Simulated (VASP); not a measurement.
Here is a VASP 6.6.1 calculation.

File INCAR:

```
PREC = Accurate
ENCUT = 690
EDIFF = 1E-6
ISMEAR = -1
SIGMA = 0.1
LREAL = F
LASPH = T
NELM = 120
ALGO = Normal
ISIF = 2
LWAVE = F
LCHARG = T
GGA = RE
LELF = T
LVHAR = T
NBANDS = 23
GGA_COMPAT = F
```

File KPOINTS:

```
Automatic mesh
0
Gamma
  13 13 13
```

The input POSCAR:

```
Fe
1.0
    0.0000000000      2.4849731960      2.4849731960
    2.4849731960      0.0000000000      2.4849731960
    2.4849731960      2.4849731960      0.0000000000
Fe
2
Direct
    0.1250000000      0.1250000000      0.1250000000
    0.8750000000      0.8750000000      0.8750000000
```

Potentials or basis: VASP PAW PBE potentials, release 64 (Fe_sv).

Run with:

```bash
$ cat potpaw_PBE.64/Fe_sv/POTCAR > POTCAR
$ mpirun -np 1 vasp_std > vasp.out
```

Q: What does it give for the pressure?

A: -6.4 GPa.

Q: Estimate the band gap on the k mesh.

A: Zero (bands 16 and 17 overlap by 0.73 eV).

Caveat: the cell stands under tension; the PAW data sets were made with another functional, which shifts forces and pressure a little; the run has no spin polarisation, though such a crystal can be magnetic. Spin polarisation is off, so any magnetic state and its effect on volume and gap are missing.
